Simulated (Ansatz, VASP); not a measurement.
**One calculation of Rh, two programs**

```xyz
1
Lattice="0.0000 1.9016 1.9016 1.9016 0.0000 1.9016 1.9016 1.9016 0.0000" Properties=species:S:1:pos:R:3 pbc="T T T"
Rh    0.0000    0.0000    0.0000
```

Alike in both runs: task single point; functional PBE; k mesh 16 × 16 × 16; occupations fermi-dirac, width 0.08 eV; non-collinear spin, spin-orbit coupling.

|  | VASP | Ansatz |
| --- | --- | --- |
| version | VASP 6.6.1 | Ansatz 0.2.0 |
| potentials or method | VASP PAW PBE potentials, release 64 (Rh_pv), cutoff 520 eV | all-electron LAPW |

Ansatz gave:

```
pressure (GPa)           : 6.2
net moment per atom (μB) : 0.00
```

**Question.** Estimate VASP's values.

**Answer.** Pressure (GPa): 6.4; net moment per atom (μB): 0.00.

Ansatz ran all-electron here, and VASP with PAW potentials.
